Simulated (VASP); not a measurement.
# Bi in VASP: single point with r2SCAN

Aim: the single point of Bi with r2SCAN.

Program: VASP 6.6.1. These are calculated values, not measurements. Logs are shortened: lines on timing, memory, paths and dates and some standing lists are left out, and cuts for length are marked.

## 1. The cell of the first run

The typed cell holds 2 atoms: a = 3.256 Å, b = 3.256 Å, c = 6.511 Å, α = 90.00°, β = 90.01°, γ = 90.00°.

This isn't the form of Bi at room conditions, which is rhombohedral.

## 2. Single point, r2SCAN

POSCAR

```
Bi
1.0
    3.2555147263      0.0000000000      0.0199636493
    0.0000000000      3.2555629444      0.0000000000
   -0.0411559678      0.0000000000      6.5110495193
Bi
2
Direct
    0.5000007897      0.0000000000      0.2499815706
    0.4999992103      0.0000000000      0.7500184294
```

INCAR.step1

```
ALGO = Normal
EDIFF = 1E-5
ENCUT = 550
GGA = PE
GGA_COMPAT = False
ISMEAR = -1
LASPH = True
LCHARG = False
LREAL = False
LWAVE = True
NBANDS = 22
NELM = 120
PREC = Accurate
SIGMA = 0.05
```

INCAR.step2

```
ALGO = Normal
EDIFF = 1E-6
ENCUT = 550
GGA_COMPAT = False
ISIF = 2
ISMEAR = -1
ISTART = 1
LASPH = True
LCHARG = False
LMIXTAU = True
LREAL = False
LWAVE = False
METAGGA = R2SCAN
NBANDS = 22
NELM = 120
PREC = Accurate
SIGMA = 0.05
```

KPOINTS

```
k-points
0
Gamma
  12 12 6
```

Potentials or basis: VASP PAW PBE potentials, release 64 (Bi_d).

The run is started by

```bash
$ cat potpaw_PBE.64/Bi_d/POTCAR > POTCAR
$ cp INCAR.step1 INCAR
$ mpirun -np 1 vasp_std > vasp.out
$ cp INCAR.step2 INCAR
$ mpirun -np 1 vasp_std > vasp.out
```

OUTCAR:

```text
EDIFF = 1E-6
   ENCUT = 550
   ISIF = 2
   ISMEAR = -1
   ISTART = 1
   LASPH = True
   LREAL = False
   METAGGA = R2SCAN
   NELM = 120
   PREC = Accurate

 ion  position               nearest neighbor table
   1  0.500  0.000  0.250-   2 3.26   2 3.26
   2  0.500  0.000  0.750-   1 3.26   1 3.26

  LATTYP: Found a simple monoclinic cell.
 ALAT       =     3.2555759368
 B/A-ratio  =     0.9999960092
 C/A-ratio  =     2.0000085136
 COS(beta)  =    -0.0001886790

  Lattice vectors:

 A1 = (   3.2555147263,   0.0000000000,   0.0199636493)
 A2 = (   0.0000000000,   3.2555629444,   0.0000000000)
 A3 = (  -0.0411559678,   0.0000000000,   6.5110495193)

Analysis of symmetry for initial positions (statically):
=====================================================================
 Subroutine PRICEL returns:
 Original cell was already a primitive cell.

 Routine SETGRP: Setting up the symmetry group for a
 simple monoclinic supercell.

 Subroutine GETGRP returns: Found  4 space group operations
 (whereof  4 operations were pure point group operations)
 out of a pool of  4 trial point group operations.

The static configuration has the point symmetry C_2h.

Analysis of symmetry for dynamics (positions and initial velocities):
=====================================================================
 Subroutine PRICEL returns:
 Original cell was already a primitive cell.

 Routine SETGRP: Setting up the symmetry group for a
 simple monoclinic supercell.

 Subroutine GETGRP returns: Found  4 space group operations
 (whereof  4 operations were pure point group operations)
 out of a pool of  4 trial point group operations.

The dynamic configuration has the point symmetry C_2h.

 Subroutine INISYM returns: Found  4 space group operations
 (whereof  4 operations are pure point group operations),
 and found     1 'primitive' translations

----------------------------------------------------------------------------------------

                                     Primitive cell

  volume of cell :      69.0102

  direct lattice vectors                    reciprocal lattice vectors
     3.255514726  0.000000000  0.019963649     0.307159182  0.000000000  0.001941535
     0.000000000  3.255562944  0.000000000     0.000000000  0.307166538  0.000000000
    -0.041155968  0.000000000  6.511049519    -0.000941786  0.000000000  0.153579118

  length of vectors
     3.255575937  3.255562944  6.511179590     0.307165318  0.307166538  0.153582005

  position of ions in fractional coordinates (direct lattice)
     0.500000790  0.000000000  0.249981571
     0.499999210  0.000000000  0.750018429

  ion indices of the primitive-cell ions
   primitive index   ion index
                 1           1
                 2           2

----------------------------------------------------------------------------------------

 KPOINTS: k-points

Automatic generation of k-mesh.
 Grid dimensions read from file:
 generate k-points for:   12   12    6

 Generating k-lattice:

  Cartesian coordinates                     Fractional coordinates (reciprocal lattice)
     0.025596598  0.000000000  0.000161795     0.083333333  0.000000000  0.000000000
     0.000000000  0.025597212  0.000000000     0.000000000  0.083333333  0.000000000
    -0.000156964  0.000000000  0.025596520     0.000000000  0.000000000  0.166666667

  Length of vectors
     0.025597110  0.025597212  0.025597001

  Shift w.r.t. Gamma in fractional coordinates (k-lattice)
     0.000000000  0.000000000  0.000000000

 -----------------------------------------------------------------------------
|                                                                             |
|           W    W    AA    RRRRR   N    N  II  N    N   GGGG   !!!           |
|           W    W   A  A   R    R  NN   N  II  NN   N  G    G  !!!           |
|           W    W  A    A  R    R  N N  N  II  N N  N  G       !!!           |
|           W WW W  AAAAAA  RRRRR   N  N N  II  N  N N  G  GGG   !            |
|           WW  WW  A    A  R   R   N   NN  II  N   NN  G    G                |
|           W    W  A    A  R    R  N    N  II  N    N   GGGG   !!!           |
|                                                                             |
|     Your reciprocal lattice and k-lattice belong to different lattice       |
|     classes:                                                                |
|                                                                             |
|        The reciprocal lattice is simple monoclinic,                         |
|        whereas your k-lattice is base centered orthorhombic.                |
|                                                                             |
|     Results are often still useful ...                                      |
|                                                                             |
 -----------------------------------------------------------------------------

 Subroutine IBZKPT returns following result:
 ===========================================

 Found    266 irreducible k-points:

 Following reciprocal coordinates:
            Coordinates               Weight
  0.000000  0.000000  0.000000      1.000000
  0.083333  0.000000  0.000000      2.000000
  0.166667  0.000000  0.000000      2.000000
  0.250000  0.000000  0.000000      2.000000
  0.333333  0.000000  0.000000      2.000000
  0.416667  0.000000  0.000000      2.000000
[... 16 lines left out ...]
  0.083333  0.250000  0.000000      4.000000
  0.166667  0.250000  0.000000      4.000000
 [... further k-points ...]
   k-points           NKPTS =    266   k-points in BZ     NKDIM =    266   number of bands    NBANDS=     22
   number of dos      NEDOS =    301   number of ions     NIONS =      2
   total plane-waves  NPLWV =  39200
   dimension x,y,z NGX =    28 NGY =   28 NGZ =   50
   dimension x,y,z NGXF=    56 NGYF=   56 NGZF=  100
   ions per type =               2
   NGX,Y,Z   is equivalent  to a cutoff of  14.30, 14.30, 12.77 a.u.
   NGXF,Y,Z  is equivalent  to a cutoff of  28.60, 28.60, 25.53 a.u.
 SYSTEM =  unknown system
   PREC   = accura    normal or accurate (medium, high low for compatibility)
   ISTART =      1    job   : 0-new  1-cont  2-samecut
   ICHARG =      0    charge: 1-file 2-atom 10-const
   ISPIN  =      1    spin polarized calculation?
   LNONCOLLINEAR =      F non collinear calculations
   LSORBIT =      F    spin-orbit coupling
   LASPH  =      T    aspherical Exc in radial PAW
   ENCUT  =  550.0 eV  40.42 Ry    6.36 a.u.   6.23  6.23 12.45*2*pi/ulx,y,z
   NELM   =    120;   NELMIN=  2; NELMDL=  0     # of ELM steps
   EDIFF  = 0.1E-05   stopping-criterion for ELM
   LREAL  =      F    real-space projection
   EDIFFG = 0.1E-04   stopping-criterion for IOM
   NSW    =      0    number of steps for IOM
   IBRION =     -1    ionic relax: 0-MD 1-quasi-New 2-CG
   NFREE  =      0    steps in history (QN), initial steepest desc. (CG)
   ISIF   =      2    stress and relaxation
   ISYM   =      2    0-nonsym 1-usesym 2-fastsym
   POTIM  = 0.5000    time-step for ionic-motion
   TEBEG  =    0.0;   TEEND  =   0.0 temperature during run
   PSTRESS=    0.0 pullay stress
   NELECT =      30.0000    total number of electrons
   NUPDOWN=      -1.0000    fix difference up-down
   EMIN   =  10.00;   EMAX   =-10.00  energy-range for DOS
   EFERMI =   0.00;   METHOD = LEGACY
   ISMEAR =    -1;   SIGMA  =   0.05  broadening in eV -4-tet -1-fermi 0-gaus
   EFERMI_NEDOS =   21; number of points for ismear=-14 and -15
   IALGO  =     38    algorithm
   IMIX   =      4    mixing-type and parameters
     AMIX     =   0.40;   BMIX     =  1.00
     AMIX_MAG =   1.60;   BMIX_MAG =  1.00
  volume/ion in A,a.u.               =      34.51       232.85
  Fermi-wavevector in a.u.,A,eV,Ry     =   1.240159  2.343561 20.925685  1.537994
  Thomas-Fermi vector in A             =   2.374612
   LORBIT       =      0    0 simple, 1 ext, 2 COOP (PROOUT), +10 PAW based schemes
   METAGGA = R2SCAN    functional components
   LHFCALC =     F    Hartree Fock is set to
   AEXX    =    0.0000 exact exchange contribution
   IVDW    =     0    specifies the selected vdW correction
   LEPSILON=     F    determine dielectric tensor
   LRPA    =     F    only Hartree local field effects (RPA)
 non-spin polarized calculation
  energy-cutoff  :      550.00
  volume of cell :       69.01
 maximum number of plane-waves:      2080
 NGX is ok and might be reduce to    28
   NGX = 13   NGY = 13   NGZ = 25

 number of electron      29.9999990 magnetization

 Free energy of the ion-electron system (eV)
  ---------------------------------------------------
  ext. energy  EPLUGINS =         0.00000000
  ---------------------------------------------------
  free energy    TOTEN  =      -116.85675255 eV

  energy without entropy =     -116.84688397  energy(sigma->0) =     -116.85181826

 E-fermi :   6.4917     XC(G=0): -10.3625

 val. band max:        6.3994529928   @ k =   0.4167   0.0000   0.5000
 cond. band min:       6.4940093140   @ k =   0.4167   0.0833   0.5000
 fundamental gap:      0.0945563213
 Fermi energy:         6.4917089794

 k-point     1 :       0.0000    0.0000    0.0000
  band No.  band energies     occupation
      1     -17.2154      2.00000
      2     -17.2154      2.00000
      3     -17.2007      2.00000
      4     -16.9539      2.00000
      5     -16.9539      2.00000
      6     -16.9237      2.00000
[... 14 lines left out ...]
     21      14.6754      0.00000
     22      16.7962      0.00000

 k-point     2 :       0.0833    0.0000    0.0000
  band No.  band energies     occupation
      1     -17.2144      2.00000
      2     -17.1958      2.00000
      3     -17.1863      2.00000
      4     -16.9617      2.00000
      5     -16.9532      2.00000
      6     -16.9163      2.00000
[... 14 lines left out ...]
     21      15.7206      0.00000
     22      15.7431      0.00000

 k-point     3 :       0.1667    0.0000    0.0000
  band No.  band energies     occupation
      1     -17.2117      2.00000
      2     -17.1505      2.00000
      3     -17.1424      2.00000
      4     -16.9832      2.00000
      5     -16.9515      2.00000
      6     -16.8922      2.00000
[... 14 lines left out ...]
     21      14.9669      0.00000
     22      17.4179      0.00000

 k-point     4 :       0.2500    0.0000    0.0000
  band No.  band energies     occupation
      1     -17.2081      2.00000
      2     -17.1110      2.00000
      3     -17.0694      2.00000
      4     -17.0123      2.00000
      5     -16.9490      2.00000
      6     -16.9087      2.00000
[... 14 lines left out ...]
     21      15.3342      0.00000
     22      17.7384      0.00000

 k-point     5 :       0.3333    0.0000    0.0000
  band No.  band energies     occupation
      1     -17.2043      2.00000
      2     -17.0820      2.00000
      3     -17.0412      2.00000
      4     -16.9965      2.00000
      5     -16.9467      2.00000
      6     -16.9314      2.00000
[... 417 lines left out ...]
 k-point    22 :       0.0000    0.2500    0.0000
  band No.  band energies     occupation
      1     -17.2080      2.00000
      2     -17.1110      2.00000
      3     -17.0694      2.00000
      4     -17.0123      2.00000
      5     -16.9490      2.00000
      6     -16.9088      2.00000
[... 14 lines left out ...]
     21      15.3342      0.00000
     22      17.7383      0.00000

 k-point    23 :       0.0833    0.2500    0.0000
  band No.  band energies     occupation
      1     -17.1938      2.00000
      2     -17.0912      2.00000
      3     -17.0625      2.00000
      4     -17.0115      2.00000
      5     -16.9568      2.00000
      6     -16.9158      2.00000
[... 14 lines left out ...]
     21      16.2561      0.00000
     22      16.6962      0.00000

 k-point    24 :       0.1667    0.2500    0.0000
  band No.  band energies     occupation
      1     -17.1619      2.00000
      2     -17.0385      2.00000
      3     -17.0366      2.00000
      4     -17.0094      2.00000
      5     -16.9778      2.00000
      6     -16.9349      2.00000
[... 14 lines left out ...]
     21      15.2254      0.00000
     22      16.7887      0.00000

 [... further k-points ...]

------------------------ aborting loop because EDIFF is reached ----------------------------------------

  FORCE on cell =-STRESS in cart. coord.  units (eV):
  Direction    XX          YY          ZZ          XY          YZ          ZX
  --------------------------------------------------------------------------------------
  -------------------------------------------------------------------------------------
  Total       -0.0169796     -0.0167667     -0.0169485      0.0000000      0.0000000      0.0010559
  in kB       -0.3942063     -0.3892636     -0.3934842      0.0000000      0.0000000      0.0245137
  external PRESSURE =      -0.3923180 kB  Pullay stress =       0.0000000 kB

 VOLUME and BASIS-vectors are now :
 -----------------------------------------------------------------------------
  energy-cutoff  :      550.00
  volume of cell :       69.01
      direct lattice vectors                 reciprocal lattice vectors
     3.255514726  0.000000000  0.019963649     0.307159182  0.000000000  0.001941535
     0.000000000  3.255562944  0.000000000     0.000000000  0.307166538  0.000000000
    -0.041155968  0.000000000  6.511049519    -0.000941786  0.000000000  0.153579118

 POSITION                                       TOTAL-FORCE (eV/Angst)
 -----------------------------------------------------------------------------------
      1.61747      0.00000      1.63762        -0.000002     -0.000000      0.000273
      1.59689      0.00000      4.89339         0.000002      0.000000     -0.000273
 -----------------------------------------------------------------------------------
    total drift:                                0.000000      0.000000      0.000000

  FREE ENERGIE OF THE ION-ELECTRON SYSTEM (eV)
  ---------------------------------------------------
  free  energy   TOTEN  =      -116.8567525496 eV

  energy  without entropy=     -116.8468839682  energy(sigma->0) =     -116.85181826
```

Wall time 19 min (1 thread of AMD EPYC 7R13 (Zen 3), shared host); peak memory 0.42 GiB.

Results:

```yaml
Free_energy: -116.8568 eV
Pressure: 0.0 GPa
Band_gap_on_the_k_mesh: zero (bands 15 and 16 overlap by 6.67 eV)
```

Caveat: the PAW data sets were made with another functional, which shifts forces and pressure a little; spin-orbit coupling is left out, which moves the levels of the heavy elements.

The gap in the log of VASP goes by the Fermi energy; the results here count the filled bands.